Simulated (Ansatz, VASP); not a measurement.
# Two plane-wave programs on C

```
C
1.0
     1.77796    0.00000    0.00000
     0.00000    1.77796    0.00000
     0.00000    0.00000    1.77796
C
1
Direct
  0.00000 0.00000 0.00000
```

Alike in both runs: functional RPBE; k mesh 16 × 16 × 16; occupations fermi-dirac, width 0.1 eV; no spin polarisation.

Ansatz relaxed the structure, and its values are those at the end. VASP's run is a single point on that final structure, the one shown.

|  | VASP | Ansatz |
| --- | --- | --- |
| version | VASP 6.6.1 | Ansatz 0.2.0 |
| potentials or method | VASP PAW PBE potentials, release 64 (C), cutoff 520 eV | plane waves (420 eV) with PAW, scalar-relativistic |
| valence electrons in the cell | 4 | 4 |

```tsv
	VASP	Ansatz	Ansatz less VASP
pressure (GPa)	0.0	0.0	-0.05
```

VASP's potentials were made for PBE, not for RPBE.
